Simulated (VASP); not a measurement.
Here is a VASP 6.6.1 calculation.

File POSCAR:

```
Cs2LiBe6Ga
1.0
    3.0315093234      5.2507281718      0.0000000000
   -3.0315093234      5.2507281718      0.0000000000
    0.0000000000      0.0000000000      4.9346330000
Li Cs Be Ga
1 2 6 1
Direct
    0.0000000000      0.0000000000      0.5000000000
    0.3333333333      0.3333333333      0.0044445691
    0.6666666667      0.6666666667      0.9955554309
    0.2132678066      0.2132678066      0.5035076172
    0.5734643869      0.2132678066      0.5035076172
    0.2132678066      0.5734643869      0.5035076172
    0.4265356131      0.7867321934      0.4964923828
    0.7867321934      0.7867321934      0.4964923828
    0.7867321934      0.4265356131      0.4964923828
    0.0000000000      0.0000000000      0.0000000000
```

File INCAR.step1:

```
SYSTEM = Cs2LiBe6Ga
PREC = Accurate ; ENCUT = 520
ISMEAR = -1 ; SIGMA = 0.1
LREAL = .False. ; LASPH = .True.
NELM = 80 ; NBANDS = 34
GGA = PE ; ALGO = Normal
EDIFF = 1E-4 ; LWAVE = .True.
LCHARG = .False.
```

INCAR.step2

```
SYSTEM = Cs2LiBe6Ga
PREC = Accurate ; ENCUT = 520
EDIFF = 1E-7 ; ISMEAR = -1
SIGMA = 0.1 ; LREAL = .False.
LASPH = .True. ; NELM = 80
ALGO = Normal ; ISIF = 2
LWAVE = .False. ; LCHARG = .True.
METAGGA = R2SCAN ; LMIXTAU = .True.
LELF = .True. ; LVHAR = .True.
NBANDS = 34 ; ISTART = 1
```

Contents of KPOINTS:

```
regular mesh
0
Gamma
  5 5 6
  0 0 0
```

Potentials or basis: VASP PAW PBE potentials, release 64 (Li_sv, Cs_sv, Be, Ga_d).

Launch:

```sh
$ cat potpaw_PBE.64/Li_sv/POTCAR potpaw_PBE.64/Cs_sv/POTCAR potpaw_PBE.64/Be/POTCAR potpaw_PBE.64/Ga_d/POTCAR > POTCAR
$ cp INCAR.step1 INCAR
$ mpirun -np 1 vasp_std > vasp.out
$ cp INCAR.step2 INCAR
$ mpirun -np 1 vasp_std > vasp.out
```

(1) Estimate the largest force.

(2) What does it give for the band gap on the k mesh?

## Answers

(1) 0.032 eV/Å.

(2) zero (bands 23 and 24 overlap by 0.91 eV).

Caveat: the PAW data sets were made with another functional, which shifts forces and pressure a little; spin-orbit coupling is left out, which moves the levels of the heavy elements.
